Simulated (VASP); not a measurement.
Input of a VASP 6.6.1 run:

Contents of INCAR:

```
ALGO = Normal ; EDIFF = 1E-6
ENCUT = 520 ; ISIF = 2
ISMEAR = -1 ; LASPH = T
LCHARG = F ; LREAL = F
LWAVE = F ; NBANDS = 11
NELM = 80 ; PREC = Accurate
SIGMA = 0.05
```

Contents of KPOINTS:

```
k-points
0
Gamma
  10 10 10
```

POSCAR

```
AlN
1.0
    0.0000000000      2.1710118041      2.1710118041
    2.1710118041      0.0000000000      2.1710118041
    2.1710118041      2.1710118041      0.0000000000
Al N
1 1
Direct
    0.0000000000      0.0000000000      0.0000000000
    0.2500000000      0.2500000000      0.2500000000
```

Potentials or basis: VASP PAW LDA potentials, release 64 (Al, N).

The run is started by

```bash
$ cat potpaw_LDA.64/Al/POTCAR potpaw_LDA.64/N/POTCAR > POTCAR
$ mpirun -np 1 vasp_std > vasp.out
```

**Question.** Predict the pressure.

**Answer.** 0.7 GPa.

**Question.** What does it give for the band gap on the k mesh?

**Answer.** 3.23 eV, indirect (least direct gap 4.39 eV).

A k mesh can miss the band edges. As with any semilocal functional, this LDA gap is likely too small.
